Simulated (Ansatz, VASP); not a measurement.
**MgS in VASP and in Ansatz**

File INCAR:

```
SYSTEM = MgS
ALGO = Normal
EDIFF = 1E-6
ENCUT = 600
GGA = PS
GGA_COMPAT = .FALSE.
ISIF = 2
ISMEAR = 0
LASPH = .TRUE.
LCHARG = .FALSE.
LREAL = .FALSE.
LWAVE = .FALSE.
NBANDS = 11
NELM = 120
PREC = Accurate
SIGMA = 0.01
```

Contents of KPOINTS:

```
k-points
0
G
  6 6 6
  0 0 0
```

POSCAR

```
MgS
1.0
    0.0157311417      2.6013909985      2.5856979072
    2.6013909985      0.0157311417      2.5856979072
    2.6171221403      2.6171221403      0.0000000001
Mg S
1 1
Direct
    0.0000000000      0.0000000000      0.0000000000
    0.5000000000      0.5000000000      0.5000000000
```

Input for Ansatz:

```yaml
crystal:
  lattice:
    - [0.0157311417, 2.6013909985, 2.5856979072]
    - [2.6013909985, 0.0157311417, 2.5856979072]
    - [2.6171221403, 2.6171221403, 1.0e-10]
  atoms:
    - { symbol: Mg, position: [0.0, 0.0, 0.0] }
    - { symbol: S, position: [0.5, 0.5, 0.5] }
basis: {}
kpoints:
  mp_grid: { grid: [6, 6, 6] }
  band_path:
    path:
      - [0.0, 0.0, 0.0]
      - [0.0, 0.0, 0.0]
      - [0.5, 0.5, 0.0]
      - [0.0, 0.5, 0.5]
      - [0.5, 0.5, 0.5]
      - [0.0, 0.5, 0.0]
      - [0.5, 0.5, 0.5]
      - [0.0, 0.5, 0.0]
    npoints: 1
hamiltonian:
  xc: pbesol
  pseudopotentials: { kind: all_electron, lapw: {} }
scf:
  occupations: { method: fixed }
  n_extra_bands: 5
output:
  forces: true
  stress: true
  eigenvalues: true
```

Alike in both runs: task single point; functional PBEsol; k mesh 6 × 6 × 6; no spin polarisation.

```csv
,VASP,Ansatz
version,VASP 6.6.1,Ansatz 0.2.0
potentials or method,"VASP PAW PBE potentials, release 64 (Mg, S), cutoff 600 eV","scalar-relativistic, all-electron LAPW"
occupations,"gaussian, width 0.01 eV",fixed
```

```csv
,VASP,Ansatz,Ansatz less VASP
gap on the k mesh at the Fermi level (eV),2.62,2.62,0.000
least direct gap on the mesh (eV),3.58,3.58,+0.001
pressure (GPa),-0.6,-0.4,+0.17
"traceless stress, the component that is largest in VASP (GPa)",-0.65,-0.65,0.000
```

VASP's potentials were made for PBE, not for PBEsol. Ansatz ran all-electron here, and VASP with PAW potentials.
